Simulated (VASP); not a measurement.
**SiC3: relaxation of cell and atoms with PBE**

Crystal: SiC3.

```
Si C
1.0
     2.80466    0.00000    0.00000
     0.00000    2.80466    0.00000
     0.00000    0.00000    4.11214
Si C
1 3
Direct
  0.50000 0.50000 0.00000
  0.00000 0.50000 0.28798
  0.50000 0.00000 0.71202
  0.00000 0.00000 0.50000
```

```
Program                : VASP 6.6.1
Task                   : relaxation of cell and atoms
Functional             : PBE
Potentials or basis    : VASP PAW PBE potentials, release 64 (Si, C)
Cutoff                 : 600 eV
k mesh                 : 10 × 10 × 8
Occupations            : gaussian, width 0.02 eV
Spin                   : no spin polarisation
Dipole correction      : no
Further INCAR settings : ALGO = Normal; EDIFF = 1e-06; IBRION = 2; EDIFFG = -0.01; NSW = 100; ISIF = 3
```

```
Relaxed volume                         : 8.07 Å³/atom
Relaxed cell                           : a = 2.802 Å, b = 2.802 Å, c = 4.110 Å, α = 90.00°, β = 90.00°, γ = 90.00°
Space group after relaxing (to 0.05 Å) : P-4m2 (No. 115)
Energy gained by relaxing              : 0.0 meV/atom
Ionic steps                            : 5
Pressure after relaxing                : 0.0 GPa
Largest force after relaxing           : 0.006 eV/Å
Band gap on the k mesh                 : 1.37 eV, indirect (least direct gap 1.79 eV)
```

Forces in eV/Å, atoms in the order of the input:
```
Si   0.000  0.000  0.000
C    0.000  0.000 -0.006
C    0.000  0.000  0.006
C    0.000  0.000  0.000
```

Step by step:
```
step  energy change (eV)  largest force (eV/Å)  pressure (GPa)  volume (Å³)
   1              0.0000                0.0089           -0.59        32.35
   2              0.0000                0.0333            0.63        32.21
   3             -0.0001                0.0120            0.01        32.28
   4             -0.0001                0.0117            0.00        32.28
   5             -0.0001                0.0062            0.00        32.27
```

Final structure:
```
CELL_PARAMETERS angstrom
2.80210 0.00000 0.00000
0.00000 2.80210 0.00000
0.00000 0.00000 4.11045
ATOMIC_POSITIONS crystal
Si 0.50000 0.50000 0.00000
C 0.00000 0.50000 0.28805
C 0.50000 0.00000 0.71195
C 0.00000 0.00000 0.50000
```

Levels at points of the mesh, in eV from the valence-band top:
| k point | band 6 | band 7 | band 8 | band 9 | band 10 | band 11 |
| --- | --- | --- | --- | --- | --- | --- |
| (0.00, 0.00, 0.00) | -0.69 | 0.00 | 0.00 | 1.79 | 2.84 | 5.01 |
| (0.50, 0.00, 0.00) | -6.22 | -4.04 | -0.82 | 4.64 | 5.82 | 5.93 |
| (0.50, 0.50, 0.00) | -5.32 | -5.32 | -3.86 | 1.59 | 1.59 | 1.97 |
| (0.00, 0.00, 0.50) | -4.11 | -1.42 | -1.42 | 2.62 | 2.97 | 5.92 |
| (0.50, 0.00, 0.50) | -2.73 | -2.30 | -0.71 | 2.90 | 5.48 | 6.05 |
| (0.50, 0.50, 0.50) | -6.69 | -6.69 | -6.30 | 5.31 | 5.31 | 5.99 |

Wall time 60 s on 1 thread of Intel Xeon 6975P-C, with other jobs on the host, peak memory 0.18 GiB.

A k mesh can miss the band edges. As with any semilocal functional, this PBE gap is likely too small.
